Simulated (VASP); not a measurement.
Write the native input for VASP 6.6.1 that does the following.

| Property | Result |
| --- | --- |
| Task | single point |
| Functional | PBE |
| Dispersion | D3(BJ) |
| Potentials or basis | VASP PAW PBE potentials, release 64 (C) |
| Cutoff | 520 eV |
| k mesh | 1 × 1 × 1 |
| Occupations | fermi-dirac, width 0.02 eV |
| Spin | no spin polarisation |
| Dipole correction | no |
| Further INCAR settings | LREAL = Auto; ALGO = Normal; EDIFF = 1e-06; NBANDS = 86 |

The structure of C lies in POSCAR:

```
C
1.0
    9.8640000000      0.0000000000      0.0000000000
   -4.9320000000      8.5424750000      0.0000000000
    0.0000000000      0.0000000000     12.0000000000
C
32
Direct
   -0.0150545371     -0.0236816613      0.1363416667
    0.1486198828      0.0627101630      0.1107833333
   -0.0236821861      0.2242090261      0.1157583333
    0.1479457608      0.3105306132      0.1083916667
   -0.0304171146      0.4669841000      0.0781916667
    0.1381000729      0.5533290996      0.0776166667
   -0.0170964493      0.7354543033      0.0930916667
    0.1568951828      0.8175616551      0.0807916667
    0.2259423844     -0.0243723277      0.0893333333
    0.4014654891      0.0626633382      0.0910166667
    0.2330093745      0.2257308333      0.1017833333
    0.3964851709      0.3064334400      0.0833666667
    0.2278737691      0.4702852511      0.0994333333
    0.3906632744      0.5530013257      0.0918500000
    0.2266953048      0.7197328643      0.0735916667
    0.3987394374      0.8064407563      0.0884416667
    0.4766569056     -0.0259643722      0.1015333333
    0.6409216326      0.0529705969      0.1093666667
    0.4769108455      0.2209546999      0.0949500000
    0.6413257505      0.3074284677      0.0884083333
    0.4808438145      0.4767119599      0.0875916667
    0.6481633817      0.5594046222      0.1039583333
    0.4822909092      0.7204820617      0.0968583333
    0.6430755462      0.8002832903      0.0930666667
    0.7227057301     -0.0305415000      0.0944166667
    0.8885028828      0.0537900316      0.1267166667
    0.7190126526      0.2188241698      0.1050166667
    0.8872473006      0.3076860043      0.0967583333
    0.7345418126      0.4756935197      0.0993583333
    0.9078577498      0.5652694330      0.0926000000
    0.7340007738      0.7248953026      0.1114666667
    0.9028345919      0.8133942446      0.1198166667
```

One way to write it, as run:

INCAR

```
ALGO = Normal
EDIFF = 1E-6
ENCUT = 520
GGA = PE
ISIF = 2
ISMEAR = -1
IVDW = 12
LASPH = T
LCHARG = F
LREAL = Auto
LWAVE = F
NBANDS = 86
NELM = 100
PREC = Accurate
SIGMA = 0.02
```

KPOINTS

```
k-points
0
Gamma
  1 1 1
```

Potentials or basis: VASP PAW PBE potentials, release 64 (C).

The run is started by

```console
$ cat potpaw_PBE.64/C/POTCAR > POTCAR
$ mpirun -np 1 vasp_gam > vasp.out
```

Results of the run:

```
Largest force              : 4.905 eV/Å
Band gap on the k mesh     : 3.49 eV
Dispersion energy per atom : -0.089 eV
```

Caveat: the k points lie up to 0.74 Å⁻¹ apart.

Wall time 5.8 min on 1 thread of AMD EPYC 7R43 64-Core Processor (Zen 3), on a shared host, peak memory 0.94 GiB.
